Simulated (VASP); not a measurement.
Input of a VASP 6.6.1 run:

File INCAR:

```
SYSTEM = Ti
PREC     = Accurate       ! precision mode
ENCUT    = 520            ! plane-wave cutoff, eV
EDIFF    = 1E-7           ! SCF threshold, eV
ISMEAR   = -1             ! smearing method
SIGMA    = 0.1            ! smearing width, eV
LREAL    = .False.        ! projectors in reciprocal space
LASPH    = .True.         ! aspherical terms in the spheres
NELM     = 100            ! most SCF steps
ALGO     = Normal         ! electronic algorithm
ISIF     = 2              ! what is computed and relaxed
LWAVE    = .False.        ! write WAVECAR
LCHARG   = .False.        ! write CHGCAR
GGA      = CA             ! functional
NBANDS   = 25             ! bands
```

File KPOINTS:

```
regular mesh
0
Gamma
  9 9 13
  0 0 0
```

The input POSCAR:

```
Ti
1.0
    4.4537085845      0.0000000000      0.0000000000
   -2.2268542923      3.8570247752      0.0000000000
    0.0000000000      0.0000000000      2.7697872733
Ti
3
Direct
    0.0000000000      1.0000000000      0.0000000000
    0.3333333333      0.6666666667      0.5000000000
    0.6666666667      0.3333333333      0.5000000000
```

Potentials or basis: VASP PAW LDA potentials, release 64 (Ti_sv).

The run is started by

```sh
$ cat potpaw_LDA.64/Ti_sv/POTCAR > POTCAR
$ mpirun -np 1 vasp_std > vasp.out
```

Problem. What does it give for the band gap on the k mesh?

Solution. Zero (band 18 reaches 9.21 eV, above the bottom of band 19 at 8.85 eV).

Problem. Estimate the pressure.

Solution. -0.1 GPa.
